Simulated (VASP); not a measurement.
# Ir in VASP: further runs

Ir is run at these levels: PBEsol; tasks: single point.

Everything below comes from runs of VASP 6.6.1. Logs are shortened: lines on timing, memory, paths and dates and some standing lists are left out, and cuts for length are marked.

### Step 1. The cell of the first run

The structure is cubic, space group Fm-3m (No. 225). The conventional cell has a = 3.532 Å, b = 3.532 Å, c = 3.532 Å, α = 90.00°, β = 90.00°, γ = 90.00°. Ir (site symmetry m-3m) has 12 Ir at 2.50 Å within 3.3 Å.

### Step 2. Single point, PBEsol (strain -0.080 along x and y, -0.080 along z)

Input file INCAR:

```
PREC = Accurate ; ENCUT = 520
EDIFF = 1E-6 ; ISMEAR = 0
SIGMA = 0.15 ; LREAL = False
LASPH = True ; NELM = 100
ALGO = Normal ; ISIF = 2
LWAVE = False ; LCHARG = False
GGA = PS ; NBANDS = 10
```

Input file KPOINTS:

```
Automatic mesh
0
Gamma
  22 22 22
```

Input file POSCAR:

```
Ir
1.0
    0.0000000000      1.7661240000      1.7661240000
    1.7661240000      0.0000000000      1.7661240000
    1.7661240000      1.7661240000      0.0000000000
Ir
1
Direct
    0.0000000000      0.0000000000      0.0000000000
```

Potentials or basis: VASP PAW PBE potentials, release 64 (Ir).

Launch:

```bash
$ cat potpaw_PBE.64/Ir/POTCAR > POTCAR
$ mpirun -np 1 vasp_std > vasp.out
```

OUTCAR:

```text
PREC = Accurate
   ENCUT = 520
   EDIFF = 1E-6
   ISMEAR = 0
   LREAL = False
   LASPH = True
   NELM = 100
   ISIF = 2
   GGA = PS

 ion  position               nearest neighbor table
   1  0.000  0.000  0.000-

  LATTYP: Found a face centered cubic cell.
 ALAT       =     3.5322480000

  Lattice vectors:

 A1 = (   0.0000000000,   1.7661240000,   1.7661240000)
 A2 = (   1.7661240000,   0.0000000000,   1.7661240000)
 A3 = (   1.7661240000,   1.7661240000,   0.0000000000)

Analysis of symmetry for initial positions (statically):
=====================================================================
 Subroutine PRICEL returns:
 Original cell was already a primitive cell.

 Routine SETGRP: Setting up the symmetry group for a
 face centered cubic supercell.

 Subroutine GETGRP returns: Found 48 space group operations
 (whereof 48 operations were pure point group operations)
 out of a pool of 48 trial point group operations.

The static configuration has the point symmetry O_h .

Analysis of symmetry for dynamics (positions and initial velocities):
=====================================================================
 Subroutine PRICEL returns:
 Original cell was already a primitive cell.

 Routine SETGRP: Setting up the symmetry group for a
 face centered cubic supercell.

 Subroutine GETGRP returns: Found 48 space group operations
 (whereof 48 operations were pure point group operations)
 out of a pool of 48 trial point group operations.

The dynamic configuration has the point symmetry O_h .

 Subroutine INISYM returns: Found 48 space group operations
 (whereof 48 operations are pure point group operations),
 and found     1 'primitive' translations

----------------------------------------------------------------------------------------

                                     Primitive cell

  volume of cell :      11.0178

  direct lattice vectors                    reciprocal lattice vectors
     0.000000000  1.766124000  1.766124000    -0.283105829  0.283105829  0.283105829
     1.766124000  0.000000000  1.766124000     0.283105829 -0.283105829  0.283105829
     1.766124000  1.766124000  0.000000000     0.283105829  0.283105829 -0.283105829

  length of vectors
     2.497676514  2.497676514  2.497676514     0.490353681  0.490353681  0.490353681

  position of ions in fractional coordinates (direct lattice)
     0.000000000  0.000000000  0.000000000

  ion indices of the primitive-cell ions
   primitive index   ion index
                 1           1

----------------------------------------------------------------------------------------

 KPOINTS: Automatic mesh

Automatic generation of k-mesh.
 Grid dimensions read from file:
 generate k-points for:   22   22   22

 Generating k-lattice:

  Cartesian coordinates                     Fractional coordinates (reciprocal lattice)
    -0.012868447  0.012868447  0.012868447     0.045454545  0.000000000  0.000000000
     0.012868447 -0.012868447  0.012868447     0.000000000  0.045454545  0.000000000
     0.012868447  0.012868447 -0.012868447     0.000000000  0.000000000  0.045454545

  Length of vectors
     0.022288804  0.022288804  0.022288804

  Shift w.r.t. Gamma in fractional coordinates (k-lattice)
     0.000000000  0.000000000  0.000000000

 Subroutine IBZKPT returns following result:
 ===========================================

 Found    328 irreducible k-points:

 Following reciprocal coordinates:
            Coordinates               Weight
  0.000000  0.000000  0.000000      1.000000
  0.045455  0.000000  0.000000      8.000000
  0.090909  0.000000  0.000000      8.000000
  0.136364  0.000000  0.000000      8.000000
  0.181818  0.000000  0.000000      8.000000
  0.227273  0.000000  0.000000      8.000000
[... 16 lines left out ...]
  0.500000  0.045455  0.000000     24.000000
 -0.454545  0.045455  0.000000     24.000000
 [... further k-points ...]
   k-points           NKPTS =    328   k-points in BZ     NKDIM =    328   number of bands    NBANDS=     10
   number of dos      NEDOS =    301   number of ions     NIONS =      1
   total plane-waves  NPLWV =   8000
   dimension x,y,z NGX =    20 NGY =   20 NGZ =   20
   dimension x,y,z NGXF=    40 NGYF=   40 NGZF=   40
   ions per type =               1
   NGX,Y,Z   is equivalent  to a cutoff of  13.31, 13.31, 13.31 a.u.
   NGXF,Y,Z  is equivalent  to a cutoff of  26.62, 26.62, 26.62 a.u.
 SYSTEM =  unknown system
   PREC   = accura    normal or accurate (medium, high low for compatibility)
   ISTART =      0    job   : 0-new  1-cont  2-samecut
   ICHARG =      2    charge: 1-file 2-atom 10-const
   ISPIN  =      1    spin polarized calculation?
   LNONCOLLINEAR =      F non collinear calculations
   LSORBIT =      F    spin-orbit coupling
   LASPH  =      T    aspherical Exc in radial PAW
   ENCUT  =  520.0 eV  38.22 Ry    6.18 a.u.   4.64  4.64  4.64*2*pi/ulx,y,z
   NELM   =    100;   NELMIN=  2; NELMDL= -5     # of ELM steps
   EDIFF  = 0.1E-05   stopping-criterion for ELM
   LREAL  =      F    real-space projection
   EDIFFG = 0.1E-04   stopping-criterion for IOM
   NSW    =      0    number of steps for IOM
   IBRION =     -1    ionic relax: 0-MD 1-quasi-New 2-CG
   NFREE  =      0    steps in history (QN), initial steepest desc. (CG)
   ISIF   =      2    stress and relaxation
   ISYM   =      2    0-nonsym 1-usesym 2-fastsym
   POTIM  = 0.5000    time-step for ionic-motion
   TEBEG  =    0.0;   TEEND  =   0.0 temperature during run
   PSTRESS=    0.0 pullay stress
   NELECT =       9.0000    total number of electrons
   NUPDOWN=      -1.0000    fix difference up-down
   EMIN   =  10.00;   EMAX   =-10.00  energy-range for DOS
   EFERMI =   0.00;   METHOD = LEGACY
   ISMEAR =     0;   SIGMA  =   0.15  broadening in eV -4-tet -1-fermi 0-gaus
   EFERMI_NEDOS =   21; number of points for ismear=-14 and -15
   IALGO  =     38    algorithm
   IMIX   =      4    mixing-type and parameters
     AMIX     =   0.40;   BMIX     =  1.00
     AMIX_MAG =   1.60;   BMIX_MAG =  1.00
  volume/ion in A,a.u.               =      11.02        74.35
  Fermi-wavevector in a.u.,A,eV,Ry     =   1.530351  2.891945 31.864507  2.341975
  Thomas-Fermi vector in A             =   2.637846
   LORBIT       =      0    0 simple, 1 ext, 2 COOP (PROOUT), +10 PAW based schemes
   GGA     = PS    functional components
   LHFCALC =     F    Hartree Fock is set to
   AEXX    =    0.0000 exact exchange contribution
   IVDW    =     0    specifies the selected vdW correction
   LEPSILON=     F    determine dielectric tensor
   LRPA    =     F    only Hartree local field effects (RPA)
 non-spin polarized calculation
 Gauss-broadening in eV      SIGMA  =   0.15
  energy-cutoff  :      520.00
  volume of cell :       11.02
 maximum number of plane-waves:       307
   NGX =  9   NGY =  9   NGZ =  9

 number of electron       9.0000000 magnetization

 Free energy of the ion-electron system (eV)
  ---------------------------------------------------
  ext. energy  EPLUGINS =         0.00000000
  ---------------------------------------------------
  free energy    TOTEN  =        -8.49143893 eV

  energy without entropy =       -8.48352954  energy(sigma->0) =       -8.48748424

 E-fermi :  15.1543     XC(G=0): -15.6048

 val. band max:       15.1423542275   @ k =   0.4091   0.1818   0.0455
 cond. band min:      15.1640809041   @ k =   0.3636   0.2273   0.0000
 fundamental gap:      0.0217266766
 Fermi energy:        15.1542680952

 k-point     1 :       0.0000    0.0000    0.0000
  band No.  band energies     occupation
      1       1.0892      2.00000
      2       9.4774      2.00000
      3       9.4774      2.00000
      4       9.4774      2.00000
      5      13.4843      2.00000
      6      13.4843      2.00000
      7      28.6657      0.00000
      8      35.8516      0.00000
      9      35.8516      0.00000
     10      35.8516      0.00000

 k-point     2 :       0.0455    0.0000    0.0000
  band No.  band energies     occupation
      1       1.2125      2.00000
      2       9.4005      2.00000
      3       9.5352      2.00000
      4       9.5352      2.00000
      5      13.4372      2.00000
      6      13.4372      2.00000
      7      28.8996      0.00000
      8      35.2390      0.00000
      9      36.0704      0.00000
     10      36.0704      0.00000

 k-point     3 :       0.0909    0.0000    0.0000
  band No.  band energies     occupation
      1       1.5705      2.00000
      2       9.1962      2.00000
      3       9.6944      2.00000
      4       9.6944      2.00000
      5      13.3194      2.00000
      6      13.3195      2.00000
      7      29.5600      0.00000
      8      33.9862      0.00000
      9      36.7125      0.00000
     10      36.7125      0.00000

 k-point     4 :       0.1364    0.0000    0.0000
  band No.  band energies     occupation
      1       2.1242      2.00000
      2       8.9392      2.00000
      3       9.9073      2.00000
      4       9.9073      2.00000
      5      13.2027      2.00000
      6      13.2027      2.00000
      7      30.4660      0.00000
      8      32.7469      0.00000
      9      37.7388      0.00000
     10      37.7388      0.00000
[... 222 lines left out ...]
 k-point    22 :       0.4545    0.0455    0.0000
  band No.  band energies     occupation
      1       4.1269      2.00000
      2       9.2151      2.00000
      3       9.4627      2.00000
      4      12.7902      2.00000
      5      16.5258      0.00000
      6      16.5792      0.00000
      7      25.9070      0.00000
      8      29.0815      0.00000
      9      37.3128      0.00000
     10      37.9074      0.00000

 k-point    23 :       0.5000    0.0455    0.0000
  band No.  band energies     occupation
      1       4.0875      2.00000
      2       9.1597      2.00000
      3       9.3808      2.00000
      4      13.3757      2.00000
      5      16.6370      0.00000
      6      17.0711      0.00000
      7      25.4151      0.00000
      8      28.5657      0.00000
      9      37.0276      0.00000
     10      37.1137      0.00000

 k-point    24 :      -0.4545    0.0455    0.0000
  band No.  band energies     occupation
      1       4.0971      2.00000
      2       9.1897      2.00000
      3       9.3779      2.00000
      4      13.2768      2.00000
      5      16.4087      0.00000
      6      17.1447      0.00000
      7      25.5289      0.00000
      8      28.6680      0.00000
      9      36.9511      0.00000
     10      37.4146      0.00000

 [... further k-points ...]
[... 5 lines left out ...]
  --------------------------------------------------------------------------------------
  -------------------------------------------------------------------------------------
  Total       12.1416836     12.1416836     12.1416836      0.0000000     -0.0000000      0.0000000
  in kB     1765.6146344   1765.6146344   1765.6146344      0.0000000     -0.0000000      0.0000000
  external PRESSURE =    1765.6146344 kB  Pullay stress =       0.0000000 kB

 VOLUME and BASIS-vectors are now :
 -----------------------------------------------------------------------------
  energy-cutoff  :      520.00
  volume of cell :       11.02
      direct lattice vectors                 reciprocal lattice vectors
     0.000000000  1.766124000  1.766124000    -0.283105829  0.283105829  0.283105829
     1.766124000  0.000000000  1.766124000     0.283105829 -0.283105829  0.283105829
     1.766124000  1.766124000  0.000000000     0.283105829  0.283105829 -0.283105829

 POSITION                                       TOTAL-FORCE (eV/Angst)
 -----------------------------------------------------------------------------------
      0.00000      0.00000      0.00000         0.000000      0.000000     -0.000000
 -----------------------------------------------------------------------------------
    total drift:                                0.000000      0.000000     -0.000000

  FREE ENERGIE OF THE ION-ELECTRON SYSTEM (eV)
  ---------------------------------------------------
  free  energy   TOTEN  =        -8.4914389329 eV

  energy  without entropy=       -8.4835295417  energy(sigma->0) =       -8.48748424
```

Wall time 27 s (1 thread of Intel Xeon Platinum 8259CL at 2.50GHz (Skylake/Cascade Lake), shared host); peak memory 0.16 GiB.

What came out:

```yaml
Free_energy: -8.4914 eV
Pressure: 176.6 GPa
```

Caveat: the cell differs from its parent crystal (strain -0.080 along x and y, -0.080 along z); the PAW data sets were made with another functional, which shifts forces and pressure a little; spin-orbit coupling is left out, which moves the levels of the heavy elements.

(Part 1 of 3 ends here.)
